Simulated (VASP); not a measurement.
## TaN: relaxation of cell and atoms with LDA

The system is TaN.

```
Ta N
1.0
     5.19600    0.00000    0.00000
    -2.59800    4.49987    0.00000
     0.00000    0.00000    2.91100
Ta N
3 3
Cartesian
  0.0000 2.9999 1.4555
  2.5980 1.5000 1.4555
  0.0000 0.0000 0.0000
  2.0412 0.0000 0.0000
  1.5774 2.7321 0.0000
  -1.0206 1.7678 0.0000
```

| Quantity | Value |
| --- | --- |
| Program | VASP 6.6.1 |
| Task | relaxation of cell and atoms |
| Functional | LDA |
| Potentials or basis | VASP PAW LDA potentials, release 64 (Ta_pv, N) |
| Cutoff | 600 eV |
| k mesh | 5 × 5 × 8 |
| Occupations | fermi-dirac, width 0.1 eV |
| Spin | no spin polarisation |
| Target pressure | 10 GPa |
| Dipole correction | no |
| Further INCAR settings | ALGO = Normal; EDIFF = 1e-06; IBRION = 2; EDIFFG = -0.01; NSW = 60; ISIF = 3 |

| Property | Result |
| --- | --- |
| Relaxed volume | 10.76 Å³/atom |
| Relaxed cell | a = 5.110 Å, b = 5.110 Å, c = 2.856 Å, α = 90.00°, β = 90.00°, γ = 120.00° |
| Space group after relaxing (to 0.1 Å) | P-62m (No. 189) |
| Energy change on relaxing (the run minimises the enthalpy) | +1.4 meV/atom |
| Ionic steps | 12 |
| Pressure after relaxing | 10.0 GPa |
| Band gap on the k mesh | zero (bands 24 and 25 overlap by 3.27 eV) |

Forces in eV/Å, atoms in the order of the input:
```
Ta   0.000  0.000  0.000
Ta   0.000  0.000  0.000
Ta   0.000  0.000  0.000
N    0.003  0.000  0.000
N   -0.001 -0.003  0.000
N   -0.001  0.003  0.000
```

Step by step:
```csv
step,energy change (eV),largest force (eV/Å),pressure (GPa),volume (Å³)
1,0.0000,0.0605,-8.34,68.06
2,2.3328,0.8727,85.21,56.06
3,-0.0034,0.1530,8.84,64.82
4,0.0059,0.1644,9.74,64.66
5,0.0101,0.1691,10.20,64.59
6,0.0105,0.0077,10.21,64.56
7,0.0104,0.0161,10.21,64.56
8,0.0035,0.0102,9.49,64.67
9,0.0064,0.0016,9.80,64.62
10,0.0066,0.0025,9.80,64.61
11,0.0110,0.0027,10.19,64.55
12,0.0085,0.0029,10.01,64.58
```

Final structure:
```xyz
6
Lattice="5.1099 0.0000 0.0000 -2.5549 4.4253 0.0000 0.0000 0.0000 2.8561" Properties=species:S:1:pos:R:3 pbc="T T T"
Ta    0.0000    2.9502    1.4280
Ta    2.5549    1.4751    1.4280
Ta    0.0000    0.0000    0.0000
N     2.0143    0.0000    0.0000
N     1.5478    2.6809    0.0000
N    -1.0071    1.7444    0.0000
```

Levels at points of the mesh, in eV from the Fermi level:
```csv
k point,band 21,band 22,band 23,band 24,band 25,band 26,band 27,band 28
"(0.00, 0.00, 0.00)",-4.52,-3.50,-2.14,-1.13,-1.13,0.44,0.44,1.81
"(0.00, 0.00, 0.50)",-4.51,-3.18,-3.18,1.88,1.88,2.04,2.20,2.20
```

It took 6 min on 1 thread of Intel Xeon 8259CL, on a shared host, peak memory 0.22 GiB.

Caveat: the cell is relaxed towards a set pressure, so the run minimises the enthalpy, not the energy; spin-orbit coupling is left out, which moves the levels of the heavy elements. LDA usually gives volumes a few per cent too small.
